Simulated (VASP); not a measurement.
Here is a VASP 6.6.1 calculation.

INCAR

```
ALGO = Fast
EDIFF = 1E-6
ENCUT = 520
GGA = PS
ISIF = 2
ISMEAR = 0
LASPH = True
LCHARG = False
LREAL = False
LWAVE = False
NBANDS = 40
NELM = 60
PREC = Accurate
SIGMA = 0.1
```

Contents of KPOINTS:

```
k-points
0
Gamma
  8 8 10
```

POSCAR

```
Al3Ni5
1.0
    3.2933324025     -3.6919378567      0.0000000000
    3.2933324025      3.6919378567      0.0000000000
    0.0000000000      0.0000000000      3.7203642746
Al Ni
3 5
Direct
    0.5000000000      0.5000000000      0.0000000000
    0.7796891054      0.2203108946      0.5000000000
    0.2203108946      0.7796891054      0.5000000000
    0.0000000000      0.0000000000      0.0000000000
    0.0000000000      0.5000000000      0.0000000000
    0.5000000000      0.0000000000      0.0000000000
    0.2762385474      0.2762385474      0.5000000000
    0.7237614526      0.7237614526      0.5000000000
```

Potentials or basis: VASP PAW PBE potentials, release 64 (Al, Ni).

Command:

```bash
$ cat potpaw_PBE.64/Al/POTCAR potpaw_PBE.64/Ni/POTCAR > POTCAR
$ mpirun -np 1 vasp_std > vasp.out
```

(1) Predict the pressure.

(2) What does it give for the band gap on the k mesh?

## Answers

(1) 0.2 GPa.

(2) zero (an odd number of electrons rules out a gap without spin polarisation).

Caveat: the PAW data sets were made with another functional, which shifts forces and pressure a little.
